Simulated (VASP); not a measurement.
BaTe: single point with PBE

BaTe:

```
Ba Te
1.0
     4.92021    0.00000    0.00000
    -2.46011    4.26103    0.00000
     0.00000    0.00000    8.68658
Ba Te
2 2
Direct
  0.33333 0.66667 0.25000
  0.66667 0.33333 0.75000
  0.00000 0.00000 0.00000
  0.00000 0.00000 0.50000
```

This cell differs from its parent crystal: volume scaled by 1.040.

```
Program             : VASP 6.6.1
Task                : single point
Functional          : PBE
Potentials or basis : VASP PAW PBE potentials, release 64 (Ba_sv, Te)
Cutoff              : 520 eV
k mesh              : 8 × 8 × 6
Occupations         : gaussian, width 0.05 eV
Spin                : no spin polarisation
```

```yaml
Pressure: -0.7 GPa
Band_gap_on_the_k_mesh: 1.36 eV, indirect (least direct gap 1.66 eV)
```

Levels at points of the mesh, in eV from the valence-band top:
```tsv
k point	band 14	band 15	band 16	band 17	band 18	band 19
(0.00, 0.00, 0.00)	-0.64	-0.64	0.00	1.97	2.18	2.66
(0.50, 0.00, 0.00)	-1.27	-0.73	-0.30	1.36	3.19	3.49
(0.00, 0.00, 0.50)	-0.82	-0.82	-0.82	2.91	2.91	3.41
(0.50, 0.00, 0.50)	-1.38	-1.01	-1.01	2.15	2.15	4.29
```

Wall time 6.1 min on 1 thread of AMD EPYC 7R13, on a shared host, peak memory 0.39 GiB.

Caveat: spin-orbit coupling is left out, which moves the levels of the heavy elements. A k mesh can miss the band edges.
